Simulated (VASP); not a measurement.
Wanted: the native input for a VASP 6.6.1 run.

```yaml
Task: single point
Functional: PBE
Potentials_or_basis: VASP PAW PBE potentials, release 64 (Si)
Cutoff: 520 eV
k_mesh: 17 × 17 × 17
Occupations: fermi-dirac, width 0.05 eV
Spin: no spin polarisation
Dipole_correction: no
Further_INCAR_settings: ALGO = Normal; EDIFF = 1e-07; NBANDS = 8
```

The structure of Si lies in POSCAR:

```
Si
1.0
    2.1530064566      0.0000000000      0.0000000000
    0.0000000000      2.1530064566      0.0000000000
    0.0000000000      0.0000000000      2.1530064566
Si
1
Direct
    0.0000000000      0.0000000000      0.0000000000
```

These files were run (other wordings do the same):

INCAR

```
SYSTEM = Si
PREC     = Accurate       ! precision mode
ENCUT    = 520            ! plane-wave cutoff, eV
EDIFF    = 1E-7           ! SCF threshold, eV
ISMEAR   = -1             ! smearing method
SIGMA    = 0.05           ! smearing width, eV
LREAL    = .FALSE.        ! projectors in reciprocal space
LASPH    = .TRUE.         ! aspherical terms in the spheres
NELM     = 80             ! most SCF steps
ALGO     = Normal         ! electronic algorithm
ISIF     = 2              ! what is computed and relaxed
LWAVE    = .FALSE.        ! write WAVECAR
LCHARG   = .TRUE.         ! write CHGCAR
GGA      = PE             ! functional
LELF     = .TRUE.         ! ELF
LVHAR    = .TRUE.       
NBANDS   = 8              ! bands
```

KPOINTS

```
regular mesh
0
G
  17 17 17
  0 0 0
```

Potentials or basis: VASP PAW PBE potentials, release 64 (Si).

Launch:

```bash
$ cat potpaw_PBE.64/Si/POTCAR > POTCAR
$ mpirun -np 1 vasp_std > vasp.out
```

Results of the run:

```yaml
Pressure: 129.8 GPa
Band_gap_on_the_k_mesh: zero (band 2 reaches 22.92 eV, above the bottom of band 3 at 13.62 eV)
```

It took 2.2 s on 1 thread of Intel(R) Xeon(R) 6975P-C (Granite Rapids), on a shared host, peak memory 0.11 GiB.
